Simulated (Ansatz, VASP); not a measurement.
Si2Mo: VASP beside Ansatz

File INCAR:

```
  PREC = Accurate
  ENCUT = 520
  EDIFF = 1E-6
  ISMEAR = -1
  SIGMA = 0.05
  LREAL = False
  LASPH = True
  NELM = 80
  ALGO = Normal
  ISIF = 2
  LWAVE = False
  LCHARG = True
  GGA = PS
  LELF = True
  LVHAR = True
  NBANDS = 18
```

File KPOINTS:

```
regular mesh
0
Gamma
  9 9 9
```

POSCAR

```
Si2Mo
1.0
   -1.6000000000      1.6000000000      3.9305000000
    1.6000000000     -1.6000000000      3.9305000000
    1.6000000000      1.6000000000     -3.9305000000
Mo Si
1 2
Direct
    0.0000000000      0.0000000000      0.0000000000
    0.6670000000      0.6670000000      0.0000000000
    0.3330000000      0.3330000000      0.0000000000
```

File input.yaml:

```yaml
crystal:
  lattice:
    - [-1.6, 1.6, 3.9305]
    - [1.6, -1.6, 3.9305]
    - [1.6, 1.6, -3.9305]
  atoms:
    - { symbol: Mo, position: [0.0, 0.0, 0.0] }
    - { symbol: Si, position: [0.667, 0.667, 0.0] }
    - { symbol: Si, position: [0.333, 0.333, 0.0] }
kpoints:
  mp_grid: { grid: [9, 9, 9] }
  band_path:
    path:
      - [0.0, 0.0, 0.0]
      - [-0.5, 0.5, 0.0]
      - [-0.5, 0.5, -0.0828541695]
      - [-0.2914270847, 0.2914270847, -0.2914270847]
      - [0.0, 0.0, 0.0]
      - [0.5, 0.5, -0.5]
      - [0.2914270847, 0.7085729153, -0.7085729153]
      - [0.0, 0.5, -0.5]
    npoints: 10
scf:
  occupations: { method: fermi_dirac, width: 0.05 }
hamiltonian:
  xc: pbesol
  pseudopotentials: { kind: all_electron, lapw: { basis_error: 0.002 } }
output:
  forces: true
  stress: true
  eigenvalues: true
```

Alike in both runs: functional PBEsol; k mesh 9 × 9 × 9; occupations fermi-dirac, width 0.05 eV; no spin polarisation.

|  | VASP | Ansatz |
| --- | --- | --- |
| version | VASP 6.6.1 | Ansatz 0.2.0 |
| potentials or method | VASP PAW PBE potentials, release 64 (Mo_sv, Si), cutoff 520 eV | all-electron LAPW, scalar-relativistic |
| task | single point | band structure |

Ansatz gave:

| Item | Value |
| --- | --- |
| gap on the k mesh at the Fermi level (eV) | none |
| pressure (GPa) | -2.7 |
| traceless stress, the component that is largest in VASP (GPa) | -1.04 |
| rms of the force components (eV/Å) | 0.167 |

**Question.** Estimate VASP's values.

**Answer.** gap on the k mesh at the Fermi level (eV): none; pressure (GPa): -2.3; traceless stress, the component that is largest in VASP (GPa): -1.03; rms of the force components (eV/Å): 0.165.

VASP's potentials were made for PBE, not for PBEsol. Atom by atom the forces differ by 0.002 eV/Å (rms over components). A gap of «none» marks a metal or a gap that the smearing closes. Ansatz ran all-electron here, and VASP with PAW potentials.

Noted on Ansatz's run: the k mesh is thin for a metal, which can move the energy by tens of meV per atom.
